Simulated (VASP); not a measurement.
# Nb (Im-3m) in VASP: further runs

Runs on Nb. Level: LDA. Tasks: relaxation of cell and atoms.

All numbers are computed with VASP 6.6.1; they aren't measurements. Logs are shortened: lines on timing, memory, paths and dates and some standing lists are left out, and cuts for length are marked.

### 1 The cell of the first run

Symmetry: Im-3m, No. 229, cubic system. The conventional cell has a = 3.330 Å, b = 3.330 Å, c = 3.330 Å, α = 90.00°, β = 90.00°, γ = 90.00°. Nb (site symmetry m-3m) has 14 Nb at 2.88 to 3.33 Å within 3.8 Å.

### 2 Relaxation of cell and atoms, LDA

The input, INCAR:

```
SYSTEM = Nb
PREC = Accurate
ENCUT = 600
EDIFF = 1E-6
ISMEAR = -1
SIGMA = 0.1
LREAL = .FALSE.
LASPH = .TRUE.
NELM = 80
ALGO = Normal
ISIF = 3
LWAVE = .FALSE.
LCHARG = .FALSE.
GGA = CA
IBRION = 2
NSW = 80
EDIFFG = -0.02
```

The input, KPOINTS:

```
regular mesh
0
G
  9 9 9
  0 0 0
```

The input, POSCAR:

```
Nb
1.0
    1.6650000000      1.6650000000      1.6650000000
   -1.6650000000      1.6650000000      1.6650000000
   -1.6650000000     -1.6650000000      1.6650000000
Nb
1
Direct
    0.0000000000      0.0000000000      0.0000000000
```

Potentials or basis: VASP PAW LDA potentials, release 64 (Nb_sv).

The run is started by

```sh
$ cat potpaw_LDA.64/Nb_sv/POTCAR > POTCAR
$ mpirun -np 1 vasp_std > vasp.out
```

OUTCAR:

```text
SYSTEM = Nb
   PREC = Accurate
   ENCUT = 600
   EDIFF = 1E-6
   ISMEAR = -1
   LREAL = .FALSE.
   LASPH = .TRUE.
   NELM = 80
   ISIF = 3
   GGA = CA
   IBRION = 2
   NSW = 80
   EDIFFG = -0.02

 ion  position               nearest neighbor table
   1  0.000  0.000  0.000-

  LATTYP: Found a body centered cubic cell.
 ALAT       =     3.3300000000

  Lattice vectors:

 A1 = (   1.6650000000,  -1.6650000000,  -1.6650000000)
 A2 = (   1.6650000000,   1.6650000000,   1.6650000000)
 A3 = (  -1.6650000000,  -1.6650000000,   1.6650000000)

Analysis of symmetry for initial positions (statically):
=====================================================================
 Subroutine PRICEL returns:
 Original cell was already a primitive cell.

 Routine SETGRP: Setting up the symmetry group for a
 body centered cubic supercell.

 Subroutine GETGRP returns: Found 48 space group operations
 (whereof 48 operations were pure point group operations)
 out of a pool of 48 trial point group operations.

The static configuration has the point symmetry O_h .

Analysis of symmetry for dynamics (positions and initial velocities):
=====================================================================
 Subroutine PRICEL returns:
 Original cell was already a primitive cell.

 Routine SETGRP: Setting up the symmetry group for a
 body centered cubic supercell.

 Subroutine GETGRP returns: Found 48 space group operations
 (whereof 48 operations were pure point group operations)
 out of a pool of 48 trial point group operations.

The dynamic configuration has the point symmetry O_h .

 Subroutine INISYM returns: Found 48 space group operations
 (whereof 48 operations are pure point group operations),
 and found     1 'primitive' translations

----------------------------------------------------------------------------------------

                                     Primitive cell

  volume of cell :      18.4630

  direct lattice vectors                    reciprocal lattice vectors
     1.665000000  1.665000000  1.665000000     0.300300300  0.000000000  0.300300300
    -1.665000000  1.665000000  1.665000000    -0.300300300  0.300300300  0.000000000
    -1.665000000 -1.665000000  1.665000000     0.000000000 -0.300300300  0.300300300

  length of vectors
     2.883864595  2.883864595  2.883864595     0.424688757  0.424688757  0.424688757

  position of ions in fractional coordinates (direct lattice)
     0.000000000  0.000000000  0.000000000

  ion indices of the primitive-cell ions
[... 93 lines left out ...]
     AMIX     =   0.40;   BMIX     =  1.00
     AMIX_MAG =   1.60;   BMIX_MAG =  1.00
  volume/ion in A,a.u.               =      18.46       124.59
  Fermi-wavevector in a.u.,A,eV,Ry     =   1.456426  2.752246 28.860355  2.121176
  Thomas-Fermi vector in A             =   2.573345
   LORBIT       =      0    0 simple, 1 ext, 2 COOP (PROOUT), +10 PAW based schemes
   GGA     = CA    functional components
   LHFCALC =     F    Hartree Fock is set to
   AEXX    =    0.0000 exact exchange contribution
   IVDW    =     0    specifies the selected vdW correction
   LEPSILON=     F    determine dielectric tensor
   LRPA    =     F    only Hartree local field effects (RPA)
 conjugate gradient relaxation of ions
 non-spin polarized calculation
  energy-cutoff  :      600.00
  volume of cell :       18.46
 maximum number of plane-waves:       630
   NGX = 11   NGY = 11   NGZ = 11

--------------------------------------- Ionic step        1  -------------------------------------------

 number of electron      12.9999999 magnetization

 Free energy of the ion-electron system (eV)
  ---------------------------------------------------
  ext. energy  EPLUGINS =         0.00000000
  ---------------------------------------------------
  free energy    TOTEN  =       -11.23187254 eV

  energy without entropy =      -11.19042414  energy(sigma->0) =      -11.21114834

------------------------ aborting loop because EDIFF is reached ----------------------------------------

  FORCE on cell =-STRESS in cart. coord.  units (eV):
  Direction    XX          YY          ZZ          XY          YZ          ZX
  --------------------------------------------------------------------------------------
  -------------------------------------------------------------------------------------
  Total       -1.4647453     -1.4647453     -1.4647453     -0.0000000     -0.0000000     -0.0000000
  in kB     -127.1071515   -127.1071515   -127.1071515     -0.0000000     -0.0000000     -0.0000000
  external PRESSURE =    -127.1071515 kB  Pullay stress =       0.0000000 kB
[... 92 lines left out ...]
--------------------------------------- Ionic step        4  -------------------------------------------

 number of electron      13.0000001 magnetization

 Free energy of the ion-electron system (eV)
  ---------------------------------------------------
  ext. energy  EPLUGINS =         0.00000000
  ---------------------------------------------------
  free energy    TOTEN  =       -11.28837606 eV

  energy without entropy =      -11.25092789  energy(sigma->0) =      -11.26965197

 E-fermi :  11.7592     XC(G=0): -12.9755

 val. band max:       11.7112367909   @ k =   0.1111   0.0000   0.0000
 cond. band min:      11.7744355206   @ k =  -0.4444   0.2222  -0.0000
 fundamental gap:      0.0631987297
 Fermi energy:        11.7591698072

 k-point     1 :       0.0000    0.0000    0.0000
  band No.  band energies     occupation
      1     -42.3004      2.00000
      2     -17.6303      2.00000
      3     -17.6303      2.00000
      4     -17.6303      2.00000
      5       5.7020      2.00000
      6      12.0322      0.12239
      7      12.0322      0.12239
      8      12.0322      0.12239
      9      15.1066      0.00000
     10      15.1066      0.00000
[... 287 lines left out ...]
 k-point    24 :       0.2222   -0.4444    0.1111
  band No.  band energies     occupation
      1     -41.9926      2.00000
      2     -18.9152      2.00000
      3     -18.2551      2.00000
      4     -17.9543      2.00000
      5       9.5747      2.00000
      6      10.2377      2.00000
      7      11.1143      1.99684
      8      15.5252      0.00000
      9      15.9093      0.00000
     10      20.7582      0.00000

 [... further k-points ...]

------------------------ aborting loop because EDIFF is reached ----------------------------------------

  FORCE on cell =-STRESS in cart. coord.  units (eV):
  Direction    XX          YY          ZZ          XY          YZ          ZX
  --------------------------------------------------------------------------------------
  -------------------------------------------------------------------------------------
  Total       -0.0096872     -0.0096872     -0.0096872      0.0000000      0.0000000      0.0000000
  in kB       -0.9061437     -0.9061437     -0.9061437      0.0000000      0.0000000      0.0000000
  external PRESSURE =      -0.9061437 kB  Pullay stress =       0.0000000 kB
[... 16 lines left out ...]
  FREE ENERGIE OF THE ION-ELECTRON SYSTEM (eV)
  ---------------------------------------------------
  free  energy   TOTEN  =       -11.2883760624 eV

  energy  without entropy=      -11.2509278875  energy(sigma->0) =      -11.26965197

 reached required accuracy - stopping structural energy minimisation
```

OSZICAR:

```text
N       E                     dE             d eps       ncg     rms          rms(c)
DAV:   1     0.132120671274E+03    0.13212E+03   -0.77726E+03   700   0.143E+03
[... 36 lines left out ...]
       N       E                     dE             d eps       ncg     rms          rms(c)
DAV:   1    -0.112897946800E+02   -0.15475E-02   -0.44462E-02   878   0.374E+00    0.315E-01
DAV:   2    -0.112884564921E+02    0.13382E-02   -0.32727E-03  1076   0.896E-01    0.828E-02
DAV:   3    -0.112883180564E+02    0.13844E-03   -0.10394E-03  1090   0.399E-01    0.521E-02
DAV:   4    -0.112883497200E+02   -0.31664E-04   -0.37851E-05   992   0.665E-02    0.283E-02
DAV:   5    -0.112883765905E+02   -0.26871E-04   -0.82806E-05  1226   0.745E-02    0.995E-03
DAV:   6    -0.112883760624E+02    0.52803E-06   -0.99580E-07   540   0.153E-02
   4 F= -.11288376E+02 E0= -.11269652E+02  d E =-.565035E-01
```

CONTCAR:

```text
Nb
   1.00000000000000
     1.6238684434597779    1.6238684434597779    1.6238684434597779
    -1.6238684434597779    1.6238684434597779    1.6238684434597779
    -1.6238684434597779   -1.6238684434597779    1.6238684434597779
  Nb
     1
Direct
     0.0000000000000000    0.0000000000000000    1.0000000000000000

  0.00000000E+00  0.00000000E+00  0.00000000E+00
```

Wall time 14 s (1 thread of Intel Xeon Platinum 8375C at 2.90GHz (Ice Lake), shared host); peak memory 0.14 GiB.

Results:

```
Free energy                            : -11.2884 eV
Relaxed volume                         : 17.13 Å³/atom
Relaxed cell                           : a = 2.813 Å, b = 2.813 Å, c = 2.813 Å, α = 70.53°, β = 109.47°, γ = 70.53°
Space group after relaxing (to 0.05 Å) : Im-3m (No. 229)
Energy gained by relaxing              : 56.5 meV/atom
Ionic steps                            : 4
Pressure after relaxing                : -0.1 GPa
```

Step by step:
| step | energy change (eV) | largest force (eV/Å) | pressure (GPa) | volume (Å³) |
| --- | --- | --- | --- | --- |
| 1 | 0.0000 | 0.0000 | -12.71 | 18.46 |
| 2 | 0.1802 | 0.0000 | 37.06 | 14.82 |
| 3 | -0.0564 | 0.0000 | -0.70 | 17.18 |
| 4 | -0.0565 | 0.0000 | -0.09 | 17.13 |

Final structure:
```
Nb
1.0
     1.62387    1.62387    1.62387
    -1.62387    1.62387    1.62387
    -1.62387   -1.62387    1.62387
Nb
1
Direct
  0.00000 0.00000 0.00000
```

Levels at points of the mesh, in eV from the Fermi level:
```
           k point  band 2  band 3  band 4  band 5  band 6  band 7  band 8  band 9  band 10
(0.00, 0.00, 0.00)  -29.39  -29.39  -29.39   -6.06    0.27    0.27    0.27    3.35     3.35
```

### 3 Relaxation of cell and atoms, LDA, target pressure 20 GPa, at which the enthalpy is minimised

The input, INCAR:

```
ALGO     = Normal         # electronic algorithm
EDIFF    = 1E-6           # SCF threshold, eV
EDIFFG   = -0.02          # ionic threshold
ENCUT    = 600            # plane-wave cutoff, eV
IBRION   = 2              # ionic algorithm
ISIF     = 3              # what is computed and relaxed
ISMEAR   = -1             # smearing method
LASPH    = True           # aspherical terms in the spheres
LCHARG   = False          # write CHGCAR
LREAL    = False          # projectors in reciprocal space
LWAVE    = False          # write WAVECAR
NELM     = 100            # most SCF steps
NSW      = 80             # ionic steps
PREC     = Accurate       # precision mode
PSTRESS  = 200.0        
SIGMA    = 0.1            # smearing width, eV
```

The input, KPOINTS:

```
k-points
0
Gamma
  9 9 9
```

POSCAR is that of step 2.

Potentials or basis: VASP PAW LDA potentials, release 64 (Nb_sv).

The run is started by

```sh
$ cat potpaw_LDA.64/Nb_sv/POTCAR > POTCAR
$ mpirun -np 1 vasp_std > vasp.out
```

OUTCAR:

```text
EDIFF = 1E-6
   EDIFFG = -0.02
   ENCUT = 600
   IBRION = 2
   ISIF = 3
   ISMEAR = -1
   LASPH = True
   LREAL = False
   NELM = 100
   NSW = 80
   PREC = Accurate
   PSTRESS = 200.0

 ion  position               nearest neighbor table
   1  0.000  0.000  0.000-

  LATTYP: Found a body centered cubic cell.
 ALAT       =     3.3300000000

  Lattice vectors:

 A1 = (   1.6650000000,  -1.6650000000,  -1.6650000000)
 A2 = (   1.6650000000,   1.6650000000,   1.6650000000)
 A3 = (  -1.6650000000,  -1.6650000000,   1.6650000000)

Analysis of symmetry for initial positions (statically):
=====================================================================
 Subroutine PRICEL returns:
 Original cell was already a primitive cell.

 Routine SETGRP: Setting up the symmetry group for a
 body centered cubic supercell.

 Subroutine GETGRP returns: Found 48 space group operations
 (whereof 48 operations were pure point group operations)
 out of a pool of 48 trial point group operations.

The static configuration has the point symmetry O_h .

Analysis of symmetry for dynamics (positions and initial velocities):
=====================================================================
 Subroutine PRICEL returns:
 Original cell was already a primitive cell.

 Routine SETGRP: Setting up the symmetry group for a
 body centered cubic supercell.

 Subroutine GETGRP returns: Found 48 space group operations
 (whereof 48 operations were pure point group operations)
 out of a pool of 48 trial point group operations.

The dynamic configuration has the point symmetry O_h .

 Subroutine INISYM returns: Found 48 space group operations
 (whereof 48 operations are pure point group operations),
 and found     1 'primitive' translations

[... 121 lines left out ...]
   LEPSILON=     F    determine dielectric tensor
   LRPA    =     F    only Hartree local field effects (RPA)
 conjugate gradient relaxation of ions
 non-spin polarized calculation
  energy-cutoff  :      600.00
  volume of cell :       18.46
 maximum number of plane-waves:       630
   NGX = 11   NGY = 11   NGZ = 11

--------------------------------------- Ionic step        1  -------------------------------------------

 number of electron      12.9999999 magnetization

 Free energy of the ion-electron system (eV)
  ---------------------------------------------------
  ext. energy  EPLUGINS =         0.00000000
  ---------------------------------------------------
  free energy    TOTEN  =       -11.23187254 eV

  energy without entropy =      -11.19042414  energy(sigma->0) =      -11.21114834

------------------------ aborting loop because EDIFF is reached ----------------------------------------

  FORCE on cell =-STRESS in cart. coord.  units (eV):
  Direction    XX          YY          ZZ          XY          YZ          ZX
  --------------------------------------------------------------------------------------
  -------------------------------------------------------------------------------------
  Total       -1.4647453     -1.4647453     -1.4647453     -0.0000000     -0.0000000     -0.0000000
  in kB     -127.1071515   -127.1071515   -127.1071515     -0.0000000     -0.0000000     -0.0000000
  external PRESSURE =    -327.1071515 kB  Pullay stress =     200.0000000 kB
[... 135 lines left out ...]
--------------------------------------- Ionic step        5  -------------------------------------------

 number of electron      13.0000000 magnetization

 Free energy of the ion-electron system (eV)
  ---------------------------------------------------
  ext. energy  EPLUGINS =         0.00000000
  ---------------------------------------------------
  free energy    TOTEN  =       -11.20501633 eV

  energy without entropy =      -11.17257759  energy(sigma->0) =      -11.18879696

 E-fermi :  13.1184     XC(G=0): -13.4407

 val. band max:       13.1078849369   @ k =   0.2222  -0.3333   0.1111
 cond. band min:      13.1946632262   @ k =   0.1111   0.0000   0.0000
 fundamental gap:      0.0867782893
 Fermi energy:        13.1184113549

 k-point     1 :       0.0000    0.0000    0.0000
  band No.  band energies     occupation
      1     -40.9316      2.00000
      2     -15.9992      2.00000
      3     -15.9992      2.00000
      4     -15.9992      2.00000
      5       6.9299      2.00000
      6      13.3072      0.26287
      7      13.3072      0.26287
      8      13.3072      0.26287
      9      16.6972      0.00000
     10      16.6972      0.00000
[... 287 lines left out ...]
 k-point    24 :       0.2222   -0.4444    0.1111
  band No.  band energies     occupation
      1     -40.4985      2.00000
      2     -17.6711      2.00000
      3     -16.8205      2.00000
      4     -16.4291      2.00000
      5      10.6919      2.00000
      6      11.4212      2.00000
      7      12.5752      1.99129
      8      17.2050      0.00000
      9      17.6569      0.00000
     10      23.0666      0.00000

 [... further k-points ...]

------------------------ aborting loop because EDIFF is reached ----------------------------------------

  FORCE on cell =-STRESS in cart. coord.  units (eV):
  Direction    XX          YY          ZZ          XY          YZ          ZX
  --------------------------------------------------------------------------------------
  -------------------------------------------------------------------------------------
  Total        1.9629178      1.9629178      1.9629178      0.0000000      0.0000000      0.0000000
  in kB      200.4326675    200.4326675    200.4326675      0.0000000      0.0000000      0.0000000
  external PRESSURE =       0.4326675 kB  Pullay stress =     200.0000000 kB
[... 20 lines left out ...]
  energy  without entropy=      -11.1725775947  energy(sigma->0) =      -11.18879696

  enthalpy is  TOTEN    =        -9.2463357845 eV   P V=        1.9586805457

 reached required accuracy - stopping structural energy minimisation
```

Wall time 19 s (1 thread of Intel Xeon Platinum 8375C at 2.90GHz (Ice Lake), shared host); peak memory 0.14 GiB.

What came out:

| Item | Value |
| --- | --- |
| Free energy | -11.2050 eV |
| Relaxed volume | 15.69 Å³/atom |
| Relaxed cell | a = 2.732 Å, b = 2.732 Å, c = 2.732 Å, α = 70.53°, β = 109.47°, γ = 70.53° |
| Space group after relaxing (to 0.05 Å) | Im-3m (No. 229) |
| Energy change on relaxing (the enthalpy is what falls) | +26.9 meV/atom |
| Ionic steps | 5 |
| Pressure after relaxing | 20.0 GPa |

Step by step:
| step | energy change (eV) | largest force (eV/Å) | pressure (GPa) | volume (Å³) |
| --- | --- | --- | --- | --- |
| 1 | 0.0000 | 0.0000 | -12.71 | 18.46 |
| 2 | 3.8392 | 0.0000 | 261.29 | 10.11 |
| 3 | -0.0251 | 0.0000 | 11.65 | 16.22 |
| 4 | 0.0083 | 0.0000 | 17.38 | 15.85 |
| 5 | 0.0269 | 0.0000 | 20.04 | 15.69 |

Final structure:
```yaml
crystal:
  lattice:
    - [1.57711, 1.57711, 1.57711]
    - [-1.57711, 1.57711, 1.57711]
    - [-1.57711, -1.57711, 1.57711]
  atoms:
    - { symbol: Nb, position: [0.00000, 0.00000, 0.00000] }
```

Levels at points of the mesh, in eV from the Fermi level:
```tsv
k point	band 3	band 4	band 5	band 6	band 7	band 8	band 9	band 10
(0.00, 0.00, 0.00)	-29.12	-29.12	-6.19	0.19	0.19	0.19	3.58	3.58
```

Caveat: the cell is relaxed towards a set pressure, so the enthalpy falls and the energy may rise; the volume moved by over 15 % at a fixed basis, so the end points are rough.

[end of part 1 of 2]
